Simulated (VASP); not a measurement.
The system is Sc2InAs3.

```
CELL_PARAMETERS angstrom
2.94525 1.70044 4.86097
-2.94525 1.70044 4.86097
0.00000 -3.40088 4.86097
ATOMIC_POSITIONS crystal
Sc 0.62221 0.62221 0.62221
Sc 0.37779 0.37779 0.37779
In 0.00000 0.00000 0.00000
As 0.50000 0.00000 0.00000
As 0.00000 0.50000 0.00000
As 0.00000 0.00000 0.50000
```

```yaml
Program: VASP 6.6.1
Task: relaxation of cell and atoms
Functional: PBE
Potentials_or_basis: VASP PAW PBE potentials, release 64 (Sc_sv, In_d, As)
Cutoff: 600 eV
k_mesh: 6 × 6 × 6
Occupations: gaussian, width 0.1 eV
Spin: no spin polarisation
```

At the start: pressure -5.9 GPa; volume 24.34 Å³/atom.

**Question.** Where does the relaxation end?

**Answer.** Over 17 steps the energy falls by 90.7 meV/atom and the volume is 22.11 Å³/atom (-9.2 %); space group R-3m (No. 166, to 0.05 Å).

The path:
```
step  energy change (eV)  largest force (eV/Å)  pressure (GPa)  volume (Å³)
   1              0.0000                0.1090           -5.94       146.07
   2             -0.3146                0.1663            1.50       127.80
   3             -0.3250                0.1532            0.17       130.29
   4             -0.3491                0.1854            0.19       130.09
   5             -0.4205                0.2570            0.53       129.38
   6             -0.4100                0.3203            2.82       127.41
   7             -0.4492                0.2799            1.38       128.53
   8             -0.4659                0.2718            0.39       130.54
   9             -0.4695                0.2677           -0.28       132.02
  10             -0.4764                0.2626           -0.27       132.00
  11             -0.4961                0.2468           -0.22       131.94
  12             -0.5295                0.1700            0.00       131.81
  13             -0.5223                0.2651            0.91       131.55
  14             -0.5424                0.0358            0.27       131.71
  15             -0.5428                0.0015            0.34       131.69
  16             -0.5412                0.0070           -0.74       134.22
  17             -0.5441                0.0046           -0.09       132.68
```

Final structure:
```
Sc In As
1.0
     2.71990    1.57034    5.17743
    -2.71990    1.57034    5.17743
     0.00000   -3.14067    5.17743
Sc In As
2 1 3
Direct
  0.60287 0.60287 0.60287
  0.39713 0.39713 0.39713
  0.00000 0.00000 0.00000
  0.50000 0.00000 0.00000
  0.00000 0.50000 0.00000
  0.00000 0.00000 0.50000
```
